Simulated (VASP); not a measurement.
# TiAl (Pm-3m) in VASP: a series of runs, part 2 of 2

VASP 6.6.1.

**5. Single point, PBEsol (volume scaled by 1.03)**

INCAR reads:

```
SYSTEM = TiAl
PREC     = Accurate       ! precision mode
ENCUT    = 520            ! plane-wave cutoff, eV
EDIFF    = 1E-7           ! SCF threshold, eV
ISMEAR   = 0              ! smearing method
SIGMA    = 0.1            ! smearing width, eV
LREAL    = .False.        ! projectors in reciprocal space
LASPH    = .True.         ! aspherical terms in the spheres
NELM     = 100            ! most SCF steps
ALGO     = Normal         ! electronic algorithm
ISIF     = 2              ! what is computed and relaxed
LWAVE    = .False.        ! write WAVECAR
LCHARG   = .True.         ! write CHGCAR
GGA      = PS             ! functional
LELF     = .True.         ! ELF
LVHAR    = .True.       
NBANDS   = 14             ! bands
```

KPOINTS reads:

```
Automatic mesh
0
Gamma
  14 14 14
  0 0 0
```

POSCAR reads:

```
TiAl
1.0
    3.1875479108      0.0000000000      0.0000000000
    0.0000000000      3.1875479108      0.0000000000
    0.0000000000      0.0000000000      3.1875479108
Ti Al
1 1
Direct
    0.5000000000      0.5000000000      0.5000000000
    0.0000000000      0.0000000000      0.0000000000
```

Potentials or basis: VASP PAW PBE potentials, release 64 (Ti_sv, Al).

Command:

```console
cat potpaw_PBE.64/Ti_sv/POTCAR potpaw_PBE.64/Al/POTCAR > POTCAR
mpirun -np 1 vasp_std > vasp.out
```

OUTCAR:

```text
SYSTEM = TiAl
   PREC = Accurate
   ENCUT = 520
   EDIFF = 1E-7
   ISMEAR = 0
   LREAL = .False.
   LASPH = .True.
   NELM = 100
   ISIF = 2
   GGA = PS

 ion  position               nearest neighbor table
   1  0.500  0.500  0.500-   2 2.76   2 2.76   2 2.76   2 2.76   2 2.76   2 2.76   2 2.76   2 2.76

   2  0.000  0.000  0.000-   1 2.76   1 2.76   1 2.76   1 2.76   1 2.76   1 2.76   1 2.76   1 2.76

  LATTYP: Found a simple cubic cell.
 ALAT       =     3.1875479108

  Lattice vectors:

 A1 = (   3.1875479108,   0.0000000000,   0.0000000000)
 A2 = (   0.0000000000,   3.1875479108,   0.0000000000)
 A3 = (   0.0000000000,   0.0000000000,   3.1875479108)

Analysis of symmetry for initial positions (statically):
=====================================================================
 Subroutine PRICEL returns:
 Original cell was already a primitive cell.

 Routine SETGRP: Setting up the symmetry group for a
 simple cubic supercell.

 Subroutine GETGRP returns: Found 48 space group operations
 (whereof 48 operations were pure point group operations)
 out of a pool of 48 trial point group operations.

The static configuration has the point symmetry O_h .

Analysis of symmetry for dynamics (positions and initial velocities):
=====================================================================
 Subroutine PRICEL returns:
 Original cell was already a primitive cell.

 Routine SETGRP: Setting up the symmetry group for a
 simple cubic supercell.

 Subroutine GETGRP returns: Found 48 space group operations
 (whereof 48 operations were pure point group operations)
 out of a pool of 48 trial point group operations.

The dynamic configuration has the point symmetry O_h .

 Subroutine INISYM returns: Found 48 space group operations
 (whereof 48 operations are pure point group operations),
 and found     1 'primitive' translations

----------------------------------------------------------------------------------------

[... 121 lines left out ...]
   LEPSILON=     F    determine dielectric tensor
   LRPA    =     F    only Hartree local field effects (RPA)
 non-spin polarized calculation
 Gauss-broadening in eV      SIGMA  =   0.10
  energy-cutoff  :      520.00
  volume of cell :       32.39
 maximum number of plane-waves:       912
 NGX is ok and might be reduce to    24
   NGX = 11   NGY = 11   NGZ = 11

 number of electron      14.9999994 magnetization

 Free energy of the ion-electron system (eV)
  ---------------------------------------------------
  ext. energy  EPLUGINS =         0.00000000
  ---------------------------------------------------
  free energy    TOTEN  =       -12.96508139 eV

  energy without entropy =      -12.95267540  energy(sigma->0) =      -12.95887840

 E-fermi :   8.5959     XC(G=0): -11.1549

 val. band max:        8.5803428554   @ k =   0.3571   0.2857   0.1429
 cond. band min:       8.6026037977   @ k =   0.2857   0.2857   0.0000
 fundamental gap:      0.0222609423
 Fermi energy:         8.5958844905

 k-point     1 :       0.0000    0.0000    0.0000
  band No.  band energies     occupation
      1     -48.0886      2.00000
      2     -24.3909      2.00000
      3     -24.3909      2.00000
      4     -24.3909      2.00000
      5      -0.6296      2.00000
      6       7.1750      2.00000
      7       7.1750      2.00000
      8      10.3619      0.00000
      9      10.3619      0.00000
     10      10.3619      0.00000
     11      12.9712      0.00000
     12      12.9712      0.00000
     13      12.9712      0.00000
     14      17.3918      0.00000
[... 377 lines left out ...]
      1     -48.0712      2.00000
      2     -24.5194      2.00000
      3     -24.4418      2.00000
      4     -24.3730      2.00000
      5       1.8529      2.00000
      6       5.4407      2.00000
      7       7.4342      2.00000
      8       8.5404      1.56708
      9       9.1149      0.00000
     10       9.9285      0.00000
     11      11.4908      0.00000
     12      13.5823      0.00000
     13      16.0845      0.00000
     14      16.7194      0.00000

 [... further k-points ...]

------------------------ aborting loop because EDIFF is reached ----------------------------------------

  FORCE on cell =-STRESS in cart. coord.  units (eV):
  Direction    XX          YY          ZZ          XY          YZ          ZX
  --------------------------------------------------------------------------------------
  -------------------------------------------------------------------------------------
  Total       -0.6602020     -0.6602020     -0.6602020     -0.0000000     -0.0000000      0.0000000
  in kB      -32.6600799    -32.6600799    -32.6600799     -0.0000000     -0.0000000      0.0000000
  external PRESSURE =     -32.6600799 kB  Pullay stress =       0.0000000 kB

 VOLUME and BASIS-vectors are now :
 -----------------------------------------------------------------------------
  energy-cutoff  :      520.00
  volume of cell :       32.39
      direct lattice vectors                 reciprocal lattice vectors
     3.187547911  0.000000000  0.000000000     0.313720775  0.000000000  0.000000000
     0.000000000  3.187547911  0.000000000     0.000000000  0.313720775  0.000000000
     0.000000000  0.000000000  3.187547911     0.000000000  0.000000000  0.313720775

 POSITION                                       TOTAL-FORCE (eV/Angst)
 -----------------------------------------------------------------------------------
      1.59377      1.59377      1.59377         0.000000      0.000000      0.000000
      0.00000      0.00000      0.00000         0.000000      0.000000      0.000000
 -----------------------------------------------------------------------------------
    total drift:                                0.000000      0.000000     -0.000000

  FREE ENERGIE OF THE ION-ELECTRON SYSTEM (eV)
  ---------------------------------------------------
  free  energy   TOTEN  =       -12.9650813948 eV

  energy  without entropy=      -12.9526754006  energy(sigma->0) =      -12.95887840
```

OSZICAR:

```text
N       E                     dE             d eps       ncg     rms          rms(c)
DAV:   1     0.109999354873E+03    0.11000E+03   -0.72441E+03  3374   0.108E+03
DAV:   2    -0.475611366753E+01   -0.11476E+03   -0.11064E+03  3408   0.308E+02
DAV:   3    -0.140348857477E+02   -0.92788E+01   -0.90162E+01  5880   0.760E+01
DAV:   4    -0.147251108287E+02   -0.69023E+00   -0.68784E+00  4042   0.159E+01
DAV:   5    -0.147398132427E+02   -0.14702E-01   -0.14700E-01  4544   0.256E+00    0.101E+01
DAV:   6    -0.130564868279E+02    0.16833E+01   -0.54312E+00  3854   0.317E+01    0.289E+00
DAV:   7    -0.129793933256E+02    0.77094E-01   -0.45959E-01  3730   0.893E+00    0.174E+00
DAV:   8    -0.129681002895E+02    0.11293E-01   -0.58708E-02  4412   0.247E+00    0.574E-01
DAV:   9    -0.129649415885E+02    0.31587E-02   -0.10899E-02  3942   0.146E+00    0.172E-01
DAV:  10    -0.129650907593E+02   -0.14917E-03   -0.32349E-04  3886   0.179E-01    0.835E-02
DAV:  11    -0.129650817905E+02    0.89688E-05   -0.19740E-04  4704   0.144E-01    0.145E-02
DAV:  12    -0.129650818866E+02   -0.96113E-07   -0.85392E-06  3734   0.246E-02    0.959E-03
DAV:  13    -0.129650814937E+02    0.39289E-06   -0.11336E-06  4226   0.797E-03    0.527E-03
DAV:  14    -0.129650813948E+02    0.98917E-07   -0.25721E-07  4078   0.657E-03
   1 F= -.12965081E+02 E0= -.12958878E+02  d E =-.124060E-01
```

stdout:

```text
POSCAR found type information on POSCAR TiAl
 POSCAR found :  2 types and       2 ions
 scaLAPACK will be used
 -----------------------------------------------------------------------------
|                                                                             |
|                                                                             |
|     You enforced a specific xc type in the INCAR file but a different       |
|     I HOPE YOU KNOW WHAT YOU ARE DOING!                                     |
|                                                                             |
 -----------------------------------------------------------------------------

 LDA part: xc-table for (Slater+PW92), standard interpolation
 POSCAR, INCAR and KPOINTS ok, starting setup
 FFT: planning ... GRIDC
 FFT: planning ... GRID_SOFT
 FFT: planning ... GRID
 WAVECAR not read
 entering main loop
```

Wall time 34 s (1 thread of Intel Xeon Platinum 8175M at 2.50GHz (Skylake/Cascade Lake), shared host); peak memory 0.17 GiB.

Results:

```
Free energy : -12.9651 eV
Pressure    : -3.3 GPa
```

Caveat: the PAW data sets were made with another functional, which shifts forces and pressure a little.

**6. Summary**

| cell | gap on the mesh (eV) | pressure (GPa) |
| --- | --- | --- |
| a = 3.092 Å, 2 atoms | none | 8.3 |
| a = 3.124 Å, 2 atoms | none | 3.9 |
| a = 3.156 Å, 2 atoms | none | 0.0 |
| a = 3.188 Å, 2 atoms | none | -3.3 |

Alike in all rows: task single point; level PBEsol; potentials or basis VASP PAW PBE potentials, release 64 (Ti_sv, Al); no spin polarisation; k mesh 14 × 14 × 14; cutoff (eV) 520; smearing gaussian 0.1 eV.

Caveats: the PAW data sets were made with another functional, which shifts forces and pressure a little.

Total energies depend on the potentials used, so only differences within one code and one set of settings carry meaning.
